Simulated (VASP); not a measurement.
# ZnRe (P-6m2) in VASP: a series of runs, part 2 of 2

VASP 6.6.1. The steps go on from the part before.

### Step 3. Single point, PBEsol, collinear spin

INCAR reads:

```
PREC = Accurate
ENCUT = 520
EDIFF = 1E-7
ISMEAR = -1
SIGMA = 0.08
LREAL = F
LASPH = T
NELM = 150
ALGO = Normal
ISIF = 2
LWAVE = F
LCHARG = F
ISPIN = 2
MAGMOM = 0 0.8
LORBIT = 11
NUPDOWN = 0.8
LMAXMIX = 4
GGA = PS
NBANDS = 20
```

KPOINTS reads:

```
Automatic mesh
0
Gamma
  16 16 9
```

POSCAR reads:

```
ZnRe
1.0
    2.7482183437      0.0000000000      0.0000000000
   -1.3741091718      2.3800269008      0.0000000000
    0.0000000000      0.0000000000      4.4940660000
Zn Re
1 1
Direct
    0.0000000000      0.0000000000      0.0000000000
    0.3333333333      0.6666666667      0.5000000000
```

Potentials or basis: VASP PAW PBE potentials, release 64 (Zn, Re).

Run with:

```console
> cat potpaw_PBE.64/Zn/POTCAR potpaw_PBE.64/Re/POTCAR > POTCAR
> mpirun -np 1 vasp_std > vasp.out
```

OUTCAR:

```text
PREC = Accurate
   ENCUT = 520
   EDIFF = 1E-7
   ISMEAR = -1
   LREAL = F
   LASPH = T
   NELM = 150
   ISIF = 2
   ISPIN = 2
   LORBIT = 11
   NUPDOWN = 0.8
   GGA = PS

 ion  position               nearest neighbor table
   1  0.000  0.000  0.000-   2 2.75   2 2.75   2 2.75   2 2.75   2 2.75   2 2.75
   2  0.333  0.667  0.500-   1 2.75   1 2.75   1 2.75   1 2.75   1 2.75   1 2.75

  LATTYP: Found a hexagonal cell.
 ALAT       =     2.7482183437
 C/A-ratio  =     1.6352652657

  Lattice vectors:

 A1 = (   2.7482183437,   0.0000000000,   0.0000000000)
 A2 = (  -1.3741091718,   2.3800269008,   0.0000000000)
 A3 = (   0.0000000000,   0.0000000000,   4.4940660000)

Analysis of symmetry for initial positions (statically):
=====================================================================
 Subroutine PRICEL returns:
 Original cell was already a primitive cell.

 Routine SETGRP: Setting up the symmetry group for a
[... 750 lines left out ...]
      3      -1.9049      1.00000
      4      -1.9049      1.00000
      5      -1.5207      1.00000
      6      -1.5207      1.00000
[... 541 lines left out ...]
     19      24.4843      0.00000
     20      27.1431      0.00000

 [... further k-points ...]

------------------------ aborting loop because EDIFF is reached ----------------------------------------

  FORCE on cell =-STRESS in cart. coord.  units (eV):
  Direction    XX          YY          ZZ          XY          YZ          ZX
  --------------------------------------------------------------------------------------
  -------------------------------------------------------------------------------------
  Total       -1.2467443     -1.2467443     -1.5630878     -0.0000000      0.0000000      0.0000000
  in kB      -67.9540608    -67.9540608    -85.1964310     -0.0000000      0.0000000      0.0000000
  external PRESSURE =     -73.7015176 kB  Pullay stress =       0.0000000 kB

 VOLUME and BASIS-vectors are now :
 -----------------------------------------------------------------------------
  energy-cutoff  :      520.00
  volume of cell :       29.39
      direct lattice vectors                 reciprocal lattice vectors
     2.748218344  0.000000000  0.000000000     0.363872107  0.210081659  0.000000000
    -1.374109172  2.380026901  0.000000000     0.000000000  0.420163318  0.000000000
     0.000000000  0.000000000  4.494066000     0.000000000  0.000000000  0.222515646

 POSITION                                       TOTAL-FORCE (eV/Angst)
 -----------------------------------------------------------------------------------
      0.00000      0.00000      0.00000         0.000000      0.000000      0.000000
     -0.00000      1.58668      2.24703        -0.000000      0.000000      0.000000
 -----------------------------------------------------------------------------------
    total drift:                                0.000000     -0.000000      0.000000

  FREE ENERGIE OF THE ION-ELECTRON SYSTEM (eV)
  ---------------------------------------------------
  free  energy   TOTEN  =       -14.2897791856 eV

  energy  without entropy=      -14.2587878669  energy(sigma->0) =      -14.27428353

 total charge

# of ion       s       p       d       tot
------------------------------------------
    1        0.602   0.547   9.741  10.890
    2        0.576   0.578   4.762   5.916
--------------------------------------------------
tot          1.178   1.125  14.503  16.806

 magnetization (x)

# of ion       s       p       d       tot
------------------------------------------
    1        0.000   0.018   0.024   0.042
    2        0.011   0.031   0.648   0.690
--------------------------------------------------
tot          0.012   0.049   0.672   0.732
```

Run time: 69 s. Hardware: 1 thread of Intel Xeon 6975P-C (Granite Rapids), shared host; peak memory 0.25 GiB.

Results:

| Property | Result |
| --- | --- |
| Free energy | -14.2898 eV |
| Pressure | -7.4 GPa |
| Net moment | 0.80 μB per cell |
| Site moments | Zn +0.04; Re +0.69 μB |
| Valence electrons inside the program's atomic spheres | Zn 10.89; Re 5.92 |

Stress tensor (GPa, compression positive):
```
-6.80  0.00  0.00
 0.00 -6.80  0.00
 0.00  0.00 -8.52
```

Caveat: the cell stands under tension; the PAW data sets were made with another functional, which shifts forces and pressure a little; the total moment is fixed, so each spin has its own Fermi level and the state may be an excited one.
